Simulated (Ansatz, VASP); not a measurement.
**Ti in VASP and in Ansatz**

File INCAR:

```
PREC = Accurate ; ENCUT = 500
EDIFF = 1E-6 ; ISMEAR = 0
SIGMA = 0.1 ; LREAL = F
LASPH = T ; NELM = 200
ALGO = Normal ; ISIF = 2
LWAVE = F ; LCHARG = F
ISPIN = 2 ; MAGMOM = 0.13
LORBIT = 11 ; LMAXMIX = 4
GGA = PE ; NBANDS = 16
GGA_COMPAT = F
```

Contents of KPOINTS:

```
Automatic mesh
0
Gamma
  6 6 6
```

POSCAR

```
Ti
1.0
    0.0000000000      2.0300000000      2.0300000000
    2.0300000000      0.0000000000      2.0300000000
    2.0300000000      2.0300000000      0.0000000000
Ti
1
Direct
    0.0000000000      0.0000000000      0.0000000000
```

Input for Ansatz:

```yaml
crystal:
  lattice:
    - [0.0, 2.03, 2.03]
    - [2.03, 0.0, 2.03]
    - [2.03, 2.03, 0.0]
  atoms:
    - { symbol: Ti, position: [0.0, 0.0, 0.0] }
basis: {}
kpoints:
  mp_grid: { grid: [6, 6, 6] }
hamiltonian:
  xc: pbe
scf:
  occupations: { method: gaussian, width: 0.1 }
output:
  forces: true
  stress: true
  eigenvalues: true
magnetization:
  spin_polarized: true
```

Alike in both runs: task single point; functional PBE; k mesh 6 × 6 × 6; occupations gaussian, width 0.1 eV; collinear spin.

|  | VASP | Ansatz |
| --- | --- | --- |
| version | VASP 6.6.1 | Ansatz 0.2.0 |
| potentials or method | VASP PAW PBE potentials, release 64 (Ti_sv) | scalar-relativistic, plane waves, PAW |
| plane-wave cutoff (eV) | 500 | 420 |
| valence electrons in the cell | 12 | 12 |

Ansatz gave:

```
gap on the k mesh at the Fermi level (eV)                     : none
pressure (GPa)                                                : 5.0
net moment per atom (μB)                                      : 0.16
size of the moment on the site where the two differ most (μB) : 0.12
```

Task: Which values does VASP return?

Result: gap on the k mesh at the Fermi level (eV): none; pressure (GPa): 4.7; net moment per atom (μB): 0.18; size of the moment on the site where the two differ most (μB): 0.12.

Site moments also hang on the region over which each program counts them. A gap of «none» marks a metal or a gap that the smearing closes. Ansatz's warnings: no starting moments.

The k mesh is coarse, so the values compare programs but aren't converged.
